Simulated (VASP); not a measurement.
Set up this calculation in VASP 6.6.1, as the native input.

```
Task                   : electric field gradients
Functional             : PBE
Potentials or basis    : VASP PAW PBE potentials, release 64 (Sb, Se)
Cutoff                 : 520 eV
k mesh                 : 8 × 8 × 5
Occupations            : fermi-dirac, width 0.03 eV
Spin                   : no spin polarisation
Dipole correction      : no
Further INCAR settings : ALGO = Normal; EDIFF = 1e-08; NBANDS = 22
```

The structure of Sb2Se3 (La2O3 type) lies in POSCAR:

```
Sb2Se3
1.0
    4.0694543721      0.0000000000      0.0000000000
   -2.0347271860      3.5242508658      0.0000000000
    0.0000000000      0.0000000000     10.5348044482
Sb Se
2 3
Direct
    0.3333333333      0.6666666667      0.1799456836
    0.6666666667      0.3333333333      0.8200543164
    0.0000000000      0.0000000000      0.0000000000
    0.3333333333      0.6666666667      0.6726280850
    0.6666666667      0.3333333333      0.3273719150
```

The input as run:

INCAR

```
SYSTEM = Sb2Se3
PREC = Accurate
ENCUT = 520
EDIFF = 1E-8
ISMEAR = -1
SIGMA = 0.03
LREAL = .FALSE.
LASPH = .TRUE.
NELM = 100
ALGO = Normal
ISIF = 2
LWAVE = .FALSE.
LCHARG = .FALSE.
GGA = PE
LEFG = .TRUE.
NBANDS = 22
```

KPOINTS

```
Automatic mesh
0
G
  8 8 5
  0 0 0
```

Potentials or basis: VASP PAW PBE potentials, release 64 (Sb, Se).

Run with:

```console
$ cat potpaw_PBE.64/Sb/POTCAR potpaw_PBE.64/Se/POTCAR > POTCAR
$ mpirun -np 1 vasp_std > vasp.out
```

It gave:

```json
{"Pressure": "0.0 GPa", "Largest force": "0.025 eV/Å", "Band gap on the k mesh": "0.46 eV", "Largest electric field gradient by atom": "Sb -11.0; Se +91.9, -39.6 (each value once) V/Å²"}
```

Caveat: without QUAD_EFG the Cq values of the log hold for a quadrupole moment of 1 mb, not for the nuclei; spin-orbit coupling is left out, which moves the levels of the heavy elements; an odd mesh through Γ misses points on the zone boundary, where band edges can lie; this functional lacks dispersion, which binds the layers, so the pressure and a relaxed spacing across them are unreliable.

Run time: 4.3 min on 1 thread of Intel Xeon 8259CL (shared host), peak memory 0.31 GiB.
